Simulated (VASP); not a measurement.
# ZnCd3Si4P8: single point with PBEsol+D4

ZnCd3Si4P8:

```
CELL_PARAMETERS angstrom
11.14325 -0.00006 -0.00002
-0.00003 5.57162 -0.00001
-0.00002 -0.00002 10.48677
ATOMIC_POSITIONS crystal
Cd 0.99683 0.99062 0.99945
Cd 0.99877 0.50218 0.24919
Cd 0.50300 0.49936 0.25140
Cd 0.25238 0.99849 0.75010
Cd 0.24778 0.49718 0.49767
Cd 0.75109 0.49756 0.50132
Zn 0.49986 0.00006 0.00136
Zn 0.75055 0.00096 0.75091
Si 0.00247 0.00465 0.50096
Si 0.49712 0.00693 0.50039
Si 0.24984 0.00100 0.25000
Si 0.75176 0.00679 0.25049
Si 0.24638 0.49827 0.99860
Si 0.75149 0.49275 0.00437
Si 0.99950 0.50886 0.75150
Si 0.49832 0.50154 0.75020
P 0.13964 0.24701 0.12441
P 0.64378 0.24956 0.12281
P 0.10726 0.25221 0.62342
P 0.60411 0.24879 0.62640
P 0.35772 0.75336 0.12377
P 0.85521 0.74795 0.12727
P 0.37639 0.21114 0.37317
P 0.87402 0.20873 0.37268
P 0.12520 0.79109 0.37554
P 0.62450 0.78756 0.37750
P 0.12621 0.71431 0.87419
P 0.62341 0.72128 0.87393
P 0.39012 0.74348 0.62648
P 0.89316 0.74849 0.62332
P 0.37733 0.28770 0.87431
P 0.87705 0.28303 0.87569
```

```yaml
Program: VASP 6.6.1
Task: single point
Functional: PBEsol
Dispersion: D4
Potentials_or_basis: VASP PAW PBE potentials, release 64 (Cd, Zn, Si, P)
Cutoff: 500 eV
k_mesh: 1 × 1 × 1, shifted
Occupations: fermi-dirac, width 0.05 eV
Spin: no spin polarisation
Dipole_correction: no
Mended: yes
Further_INCAR_settings: LREAL = Auto; ALGO = Normal; EDIFF = 1e-06; NBANDS = 126; ISYM = -1
```

- Pressure: -0.8 GPa
- Largest force: 1.216 eV/Å
- Band gap on the k mesh: 2.21 eV
- Dispersion energy per atom: -0.209 eV

Forces in eV/Å, atoms in the order of the input:
```
Cd   0.152  0.069  0.042
Cd   0.164  0.002  0.196
Cd  -0.122  0.192 -0.163
Cd  -0.079  0.270  0.004
Cd   0.228  0.070 -0.097
Cd  -0.184 -0.086 -0.052
Zn   0.001  0.013 -0.146
Zn  -0.035 -0.027 -0.042
Si  -0.389 -0.181 -0.086
Si   0.181 -0.813  0.303
Si  -0.001  0.062 -0.202
Si  -0.760 -0.668 -0.093
Si   0.634 -0.014  0.278
Si  -0.149  0.774 -0.926
Si   0.026 -0.526 -0.211
Si   0.333  0.247  0.071
P    0.565  0.001  0.007
P   -0.545 -0.905 -0.099
P   -0.492  0.085  0.510
P    0.533 -0.455  0.460
P    0.032  0.114 -0.545
P   -0.430 -0.034 -0.091
P   -0.331  0.020 -0.106
P    0.492  0.129  0.489
P   -0.030  0.124 -0.114
P    0.167  0.646 -0.082
P   -0.143 -0.209 -0.027
P    0.399  0.358  0.342
P    0.584  0.310 -0.532
P   -0.194  0.847  0.581
P    0.102 -0.400  0.905
P   -0.709 -0.016 -0.571
```

Stress tensor (GPa, compression positive):
```
-0.86  0.20 -0.36
 0.20 -0.85 -0.07
-0.36 -0.07 -0.80
```

Levels at points of the mesh, in eV from the valence-band top:
```csv
k point,band 100,band 101,band 102,band 103,band 104,band 105,band 106,band 107,band 108,band 109
"(0.25, 0.25, 0.25)",-0.23,-0.16,-0.09,-0.03,0.00,2.21,2.45,2.47,2.58,2.69
```

Wall time 96 s on 1 thread of Intel(R) Xeon(R) 6975P-C (Granite Rapids) (shared host), peak memory 0.6 GiB.

Caveat: the PAW data sets were made with another functional, which shifts forces and pressure a little; a shifted mesh leaves out Γ, where band edges can lie. A k mesh can miss the band edges.
